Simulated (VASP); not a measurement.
# As (R-3m) in VASP: notebook

The runs below take As through single point, with PBE.

Program: VASP 6.6.1. These are calculated values, not measurements. Logs are shortened: lines on timing, memory, paths and dates and some standing lists are left out, and cuts for length are marked.

## Step 1: The cell of the first run

Symmetry: R-3m, No. 166, trigonal system. The conventional cell has a = 3.799 Å, b = 3.799 Å, c = 10.542 Å, α = 90.00°, β = 90.00°, γ = 120.00°. Within 3.3 Å of As (site symmetry 3m) lie 6 As at 2.53 to 3.15 Å.

## Step 2: Single point, PBE

INCAR reads:

```
ALGO     = Normal         # electronic algorithm
EDIFF    = 1E-6           # SCF threshold, eV
ENCUT    = 520            # plane-wave cutoff, eV
GGA      = PE             # functional
ISIF     = 2              # what is computed and relaxed
ISMEAR   = -1             # smearing method
LASPH    = T              # aspherical terms in the spheres
LCHARG   = F              # write CHGCAR
LREAL    = F              # projectors in reciprocal space
LWAVE    = F              # write WAVECAR
NBANDS   = 12             # bands
NELM     = 60             # most SCF steps
PREC     = Accurate       # precision mode
SIGMA    = 0.05           # smearing width, eV
```

KPOINTS reads:

```
k-points
0
Gamma
  7 7 7
```

POSCAR reads:

```
As
1.0
    1.8996048677      1.0967373817      3.5140619945
   -1.8996048677      1.0967373817      3.5140619945
    0.0000000000     -2.1934747634      3.5140619945
As
2
Direct
    0.2260000000      0.2260000000      0.2260000000
    0.7740000000      0.7740000000      0.7740000000
```

Potentials or basis: VASP PAW PBE potentials, release 64 (As).

Run with:

```sh
$ cat potpaw_PBE.64/As/POTCAR > POTCAR
$ mpirun -np 1 vasp_std > vasp.out
```

OUTCAR:

```text
EDIFF = 1E-6
   ENCUT = 520
   GGA = PE
   ISIF = 2
   ISMEAR = -1
   LASPH = T
   LREAL = F
   NELM = 60
   PREC = Accurate

 ion  position               nearest neighbor table
   1  0.226  0.226  0.226-   2 2.53   2 2.53   2 2.53
   2  0.774  0.774  0.774-   1 2.53   1 2.53   1 2.53

  LATTYP: Found a trigonal (rhomboedric) cell.
 ALAT       =     4.1424585983
 COS(alpha) =     0.5794281604

  Lattice vectors:

 A1 = (   1.8996048677,   1.0967373817,   3.5140619945)
 A2 = (  -1.8996048677,   1.0967373817,   3.5140619945)
 A3 = (   0.0000000000,  -2.1934747634,   3.5140619945)

Analysis of symmetry for initial positions (statically):
=====================================================================
 Subroutine PRICEL returns:
 Original cell was already a primitive cell.

 Routine SETGRP: Setting up the symmetry group for a
 trigonal (rhombohedral) supercell.

 Subroutine GETGRP returns: Found 12 space group operations
 (whereof 12 operations were pure point group operations)
 out of a pool of 12 trial point group operations.

The static configuration has the point symmetry D_3d.

Analysis of symmetry for dynamics (positions and initial velocities):
=====================================================================
 Subroutine PRICEL returns:
 Original cell was already a primitive cell.

 Routine SETGRP: Setting up the symmetry group for a
 trigonal (rhombohedral) supercell.

 Subroutine GETGRP returns: Found 12 space group operations
 (whereof 12 operations were pure point group operations)
 out of a pool of 12 trial point group operations.

The dynamic configuration has the point symmetry D_3d.

 Subroutine INISYM returns: Found 12 space group operations
 (whereof 12 operations are pure point group operations),
 and found     1 'primitive' translations

----------------------------------------------------------------------------------------

                                     Primitive cell

  volume of cell :      43.9265

  direct lattice vectors                    reciprocal lattice vectors
     1.899604868  1.096737382  3.514061995     0.263212634  0.151965885  0.094856987
    -1.899604868  1.096737382  3.514061995    -0.263212634  0.151965885  0.094856987
     0.000000000 -2.193474763  3.514061995     0.000000000 -0.303931770  0.094856987

[... 83 lines left out ...]
   EDIFF  = 0.1E-05   stopping-criterion for ELM
   LREAL  =      F    real-space projection
   EDIFFG = 0.1E-04   stopping-criterion for IOM
   NSW    =      0    number of steps for IOM
   IBRION =     -1    ionic relax: 0-MD 1-quasi-New 2-CG
   NFREE  =      0    steps in history (QN), initial steepest desc. (CG)
   ISIF   =      2    stress and relaxation
   ISYM   =      2    0-nonsym 1-usesym 2-fastsym
   POTIM  = 0.5000    time-step for ionic-motion
   TEBEG  =    0.0;   TEEND  =   0.0 temperature during run
   PSTRESS=    0.0 pullay stress
   NELECT =      10.0000    total number of electrons
   NUPDOWN=      -1.0000    fix difference up-down
   EMIN   =  10.00;   EMAX   =-10.00  energy-range for DOS
   EFERMI =   0.00;   METHOD = LEGACY
   ISMEAR =    -1;   SIGMA  =   0.05  broadening in eV -4-tet -1-fermi 0-gaus
   EFERMI_NEDOS =   21; number of points for ismear=-14 and -15
   IALGO  =     38    algorithm
   IMIX   =      4    mixing-type and parameters
     AMIX     =   0.40;   BMIX     =  1.00
     AMIX_MAG =   1.60;   BMIX_MAG =  1.00
  volume/ion in A,a.u.               =      21.96       148.22
  Fermi-wavevector in a.u.,A,eV,Ry     =   0.999615  1.888998 13.595343  0.999230
  Thomas-Fermi vector in A             =   2.131917
   LORBIT       =      0    0 simple, 1 ext, 2 COOP (PROOUT), +10 PAW based schemes
   GGA     = PE    functional components
   LHFCALC =     F    Hartree Fock is set to
   AEXX    =    0.0000 exact exchange contribution
   IVDW    =     0    specifies the selected vdW correction
   LEPSILON=     F    determine dielectric tensor
   LRPA    =     F    only Hartree local field effects (RPA)
 non-spin polarized calculation
  energy-cutoff  :      520.00
  volume of cell :       43.93
 maximum number of plane-waves:      1193
   NGX = 15   NGY = 15   NGZ = 15

 number of electron      10.0000000 magnetization

 number of electron       9.9999999 magnetization

 Free energy of the ion-electron system (eV)
  ---------------------------------------------------
  ext. energy  EPLUGINS =         0.00000000
  ---------------------------------------------------
  free energy    TOTEN  =        -9.35528972 eV

  energy without entropy =       -9.35285725  energy(sigma->0) =       -9.35407348

 E-fermi :   5.2282     XC(G=0):  -9.8823

 val. band max:        5.2093155244   @ k =   0.4286   0.2857   0.2857
 cond. band min:       5.2460784964   @ k =   0.4286   0.0000  -0.0000
 fundamental gap:      0.0367629720
 Fermi energy:         5.2282226774

 k-point     1 :       0.0000    0.0000    0.0000
  band No.  band energies     occupation
      1      -9.6397      2.00000
      2      -0.6253      2.00000
      3       2.8992      2.00000
      4       3.1989      2.00000
      5       3.1989      2.00000
      6       6.8227      0.00000
      7       8.1086      0.00000
      8       8.1086      0.00000
      9      12.0766      0.00000
     10      12.0766      0.00000
     11      12.6005      0.00000
     12      13.9738      0.00000
[... 331 lines left out ...]
 k-point    24 :       0.4286    0.2857    0.1429
  band No.  band energies     occupation
      1      -8.3020      2.00000
      2      -3.5430      2.00000
      3       0.5965      2.00000
      4       1.8139      2.00000
      5       4.1646      2.00000
      6       6.9048      0.00000
      7       8.1878      0.00000
      8       9.1215      0.00000
      9      11.1916      0.00000
     10      14.2093      0.00000
     11      15.5878      0.00000
     12      15.7444      0.00000

 [... further k-points ...]
[... 5 lines left out ...]
  --------------------------------------------------------------------------------------
  -------------------------------------------------------------------------------------
  Total        0.5872247      0.5872247      0.5663109      0.0000000      0.0000000     -0.0000000
  in kB       21.4184631     21.4184631     20.6556510      0.0000000      0.0000000     -0.0000000
  external PRESSURE =      21.1641924 kB  Pullay stress =       0.0000000 kB

 VOLUME and BASIS-vectors are now :
 -----------------------------------------------------------------------------
  energy-cutoff  :      520.00
  volume of cell :       43.93
      direct lattice vectors                 reciprocal lattice vectors
     1.899604868  1.096737382  3.514061995     0.263212634  0.151965885  0.094856987
    -1.899604868  1.096737382  3.514061995    -0.263212634  0.151965885  0.094856987
     0.000000000 -2.193474763  3.514061995     0.000000000 -0.303931770  0.094856987

 POSITION                                       TOTAL-FORCE (eV/Angst)
 -----------------------------------------------------------------------------------
      0.00000      0.00000      2.38253         0.000000     -0.000000      0.338445
      0.00000      0.00000      8.15965         0.000000      0.000000     -0.338445
 -----------------------------------------------------------------------------------
    total drift:                               -0.000000     -0.000000      0.000000

  FREE ENERGIE OF THE ION-ELECTRON SYSTEM (eV)
  ---------------------------------------------------
  free  energy   TOTEN  =        -9.3552897182 eV

  energy  without entropy=       -9.3528572512  energy(sigma->0) =       -9.35407348
```

stdout:

```text
POSCAR found type information on POSCAR As
 POSCAR found :  1 types and       2 ions
 scaLAPACK will be used
 LDA part: xc-table for (Slater+PW92), standard interpolation
 POSCAR, INCAR and KPOINTS ok, starting setup
 FFT: planning ... GRIDC
 FFT: planning ... GRID_SOFT
 FFT: planning ... GRID
 WAVECAR not read
 entering main loop
```

Run time: 6.7 s. Hardware: 1 thread of Intel Xeon 6975P-C (Granite Rapids), shared host; peak memory 0.17 GiB.

Results:

| Item | Value |
| --- | --- |
| Free energy | -9.3553 eV |
| Pressure | 2.1 GPa |
| Largest force | 0.338 eV/Å |
| Band gap on the k mesh | 0.04 eV, indirect (least direct gap 0.67 eV) |

Forces in eV/Å, atoms in the order of the input:
```
As   0.000  0.000  0.338
As   0.000  0.000 -0.338
```

## Step 3: Single point, PBE

This run uses another cell than the first one, of 22.40 Å³/atom, 1.020 times its volume.

INCAR reads:

```
SYSTEM = As
PREC = Accurate ; ENCUT = 520
EDIFF = 1E-7 ; ISMEAR = -1
SIGMA = 0.05 ; LREAL = .FALSE.
LASPH = .TRUE. ; NELM = 80
ALGO = Normal ; ISIF = 2
LWAVE = .FALSE. ; LCHARG = .TRUE.
GGA = PE ; LELF = .TRUE.
LVHAR = .TRUE. ; NBANDS = 12
```

KPOINTS reads:

```
regular mesh
0
G
  7 7 7
  0 0 0
```

POSCAR reads:

```
As
1.0
    1.9184128367      1.1075961676      3.5140619945
   -1.9184128367      1.1075961676      3.5140619945
    0.0000000000     -2.2151923353      3.5140619945
As
2
Direct
    0.2260000000      0.2260000000      0.2260000000
    0.7740000000      0.7740000000      0.7740000000
```

Potentials or basis: VASP PAW PBE potentials, release 64 (As).

Run with:

```sh
$ cat potpaw_PBE.64/As/POTCAR > POTCAR
$ mpirun -np 1 vasp_std > vasp.out
```

Run time: 8 s. Hardware: 1 thread of Intel Xeon 6975P-C (Granite Rapids), shared host; peak memory 0.17 GiB.

It converged, with:

```
Free energy            : -9.3615 eV
Pressure               : 0.5 GPa
Largest force          : 0.235 eV/Å
Band gap on the k mesh : 0.09 eV, indirect (least direct gap 0.67 eV)
```

Forces on the atoms (eV/Å):
```
As   0.000  0.000  0.235
As   0.000  0.000 -0.235
```

Stress tensor (GPa, compression positive):
```
0.17 0.00 0.00
0.00 0.17 0.00
0.00 0.00 1.01
```

Levels at points of the mesh, in eV from the valence-band top:
```tsv
k point	band 1	band 2	band 3	band 4	band 5	band 6	band 7	band 8	band 9	band 10
(0.00, 0.00, 0.00)	-14.60	-5.85	-2.12	-1.95	-1.95	1.67	2.93	2.93	6.89	6.89
```
